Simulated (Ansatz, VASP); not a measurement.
## C in VASP and in Ansatz

INCAR

```
SYSTEM = C
ALGO = Normal
EDIFF = 1E-7
ENCUT = 520
ISIF = 2
ISMEAR = 0
LASPH = .True.
LCHARG = .False.
LREAL = .False.
LWAVE = .False.
NBANDS = 21
NELM = 100
PREC = Accurate
SIGMA = 0.05
```

File KPOINTS:

```
k-points
0
Gamma
  12 12 3
  0 0 0
```

File POSCAR:

```
C
1.0
    0.0000000000      2.4448680940      0.0000000000
   -2.1172982845      1.2224340470      0.0115975242
   -0.6461768017      0.4074780157      9.9925765711
C
6
Direct
    0.4999997487     -0.0555772510      0.1667332609
    0.8333330820      0.0555338601      0.8333999276
    0.1666664153      0.4999783046      0.5000665943
    0.5000002513      0.8333439176      0.4999667391
    0.8333335847      0.2777883621      0.1666334057
    0.1666669180      0.3888994732      0.8333000724
```

Input for Ansatz:

```yaml
crystal:
  lattice:
    - [0.0, 2.444868094, 0.0]
    - [-2.1172982845, 1.222434047, 0.0115975242]
    - [-0.6461768017, 0.4074780157, 9.9925765711]
  atoms:
    - { symbol: C, position: [0.4999997487, -0.055577251, 0.1667332609] }
    - { symbol: C, position: [0.833333082, 0.0555338601, 0.8333999276] }
    - { symbol: C, position: [0.1666664153, 0.4999783046, 0.5000665943] }
    - { symbol: C, position: [0.5000002513, 0.8333439176, 0.4999667391] }
    - { symbol: C, position: [0.8333335847, 0.2777883621, 0.1666334057] }
    - { symbol: C, position: [0.166666918, 0.3888994732, 0.8333000724] }
basis:
  ecutwfc: 420
kpoints:
  mp_grid: { grid: [12, 12, 3] }
hamiltonian:
  xc: lda
scf:
  occupations: { method: gaussian, width: 0.05 }
output:
  forces: true
  stress: true
  eigenvalues: true
```

Alike in both runs: task single point; functional LDA; k mesh 12 × 12 × 3; occupations gaussian, width 0.05 eV; no spin polarisation.

```csv
,VASP,Ansatz
version,VASP 6.6.1,Ansatz 0.2.0
potentials or method,"VASP PAW LDA potentials, release 64 (C), cutoff 520 eV","scalar-relativistic, plane waves, PAW"
valence electrons in the cell,24,24
```

VASP gave:

- gap on the k mesh at the Fermi level (eV): 0.26
- least direct gap on the mesh (eV): 0.26
- pressure (GPa): 0.9
- traceless stress, the component that is largest in VASP (GPa): -0.90
- rms of the force components (eV/Å): 0.010

Estimate Ansatz's values.

gap on the k mesh at the Fermi level (eV): 0.26; least direct gap on the mesh (eV): 0.26; pressure (GPa): 0.1; traceless stress, the component that is largest in VASP (GPa): 0.03; rms of the force components (eV/Å): 0.010.

LDA's correlation is that of Perdew and Zunger in VASP and of Perdew and Wang (1992) in Ansatz. Atom by atom the forces differ by 0.000 eV/Å (rms over components).
